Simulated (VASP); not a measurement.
Input of a VASP 6.6.1 run:

Contents of INCAR:

```
SYSTEM = AlFe3B
ALGO     = Fast           ! electronic algorithm
EDIFF    = 1E-7           ! SCF threshold, eV
ENCUT    = 520            ! plane-wave cutoff, eV
GGA      = PS             ! functional
ISIF     = 2              ! what is computed and relaxed
ISMEAR   = -1             ! smearing method
ISPIN    = 2              ! spin polarisation
LASPH    = .True.         ! aspherical terms in the spheres
LCHARG   = .False.        ! write CHGCAR
LMAXMIX  = 4              ! l up to which the mixer works
LORBIT   = 11             ! projections on sites
LREAL    = .False.        ! projectors in reciprocal space
LWAVE    = .False.        ! write WAVECAR
MAGMOM   = 3 3 3 0 0      ! initial moments
NBANDS   = 27             ! bands
NELM     = 150            ! most SCF steps
PREC     = Accurate       ! precision mode
SIGMA    = 0.05           ! smearing width, eV
```

File KPOINTS:

```
k-points
0
Gamma
  6 6 6
  0 0 0
```

Contents of POSCAR:

```
AlFe3B
1.0
    3.6694291200      0.0000000000      0.0000000000
    0.0000000000      3.6694291200      0.0000000000
    0.0000000000      0.0000000000      3.8223220000
Fe Al B
3 1 1
Direct
    0.0000000000      0.0000000000      0.5000000000
    0.0000000000      0.5000000000      0.0000000000
    0.5000000000      0.0000000000      0.0000000000
    0.5000000000      0.5000000000      0.5000000000
    0.0000000000      0.0000000000      0.0000000000
```

Potentials or basis: VASP PAW PBE potentials, release 64 (Fe, Al, B).

Command:

```sh
$ cat potpaw_PBE.64/Fe/POTCAR potpaw_PBE.64/Al/POTCAR potpaw_PBE.64/B/POTCAR > POTCAR
$ mpirun -np 1 vasp_std > vasp.out
```

(1) Predict the site moments.

(2) Estimate the net moment.

(3) Estimate the pressure.

## Answers

(1) Fe +1.38, +1.35 (each value once); Al -0.06; B -0.11 μB.

(2) 3.88 μB per cell.

(3) 10.6 GPa.

Caveat: the cell stands under pressure; the PAW data sets were made with another functional, which shifts forces and pressure a little.
